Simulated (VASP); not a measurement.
Crystal: Al3InSb4.

```
Al Sb In
1.0
     4.27309    0.00000    0.00000
     0.00000    4.27309    0.00000
     0.00000    0.00000   12.08614
Al Sb In
3 4 1
Direct
  0.00000 0.00000 0.75000
  0.50000 0.50000 0.00000
  0.00000 0.00000 0.25000
  0.00000 0.50000 0.87500
  0.50000 0.00000 0.12500
  0.00000 0.50000 0.37500
  0.50000 0.00000 0.62500
  0.50000 0.50000 0.50000
```

```yaml
Program: VASP 6.6.1
Task: relaxation of cell and atoms
Functional: PBE
Potentials_or_basis: VASP PAW PBE potentials, release 64 (Al, Sb, In_d)
Cutoff: 500 eV
k_mesh: 6 × 6 × 2
Occupations: fermi-dirac, width 0.02 eV
Spin: no spin polarisation
```

At the start: pressure 9.2 GPa; volume 27.59 Å³/atom.

Question: Where does the relaxation end?

Answer: Over 10 steps the energy falls by 129.4 meV/atom and the volume is 31.69 Å³/atom (+14.9 %); space group P-4m2 (No. 115, to 0.1 Å) before and after.

Step by step:
```tsv
step	energy change (eV)	largest force (eV/Å)	pressure (GPa)	volume (Å³)
1	0.0000	1.5860	9.22	220.68
2	-0.7537	0.2829	-3.10	275.36
3	-0.9529	0.5723	-0.25	255.54
4	-0.9837	0.3664	-0.12	254.57
5	-1.0117	0.2953	0.21	252.39
6	-1.0250	0.1589	-0.08	253.96
7	-1.0288	0.1670	-0.33	255.34
8	-1.0342	0.0683	0.17	252.57
9	-1.0343	0.0829	0.09	252.97
10	-1.0353	0.0045	-0.01	253.50
```

Final structure:
```
Al Sb In
1.0
     4.47681    0.00000    0.00000
     0.00000    4.47681    0.00000
     0.00000    0.00000   12.64853
Al Sb In
3 4 1
Direct
  0.00000 0.00000 0.75745
  0.50000 0.50000 0.00000
  0.00000 0.00000 0.24255
  0.00000 0.50000 0.87881
  0.50000 0.00000 0.12119
  0.00000 0.50000 0.36241
  0.50000 0.00000 0.63759
  0.50000 0.50000 0.50000
```
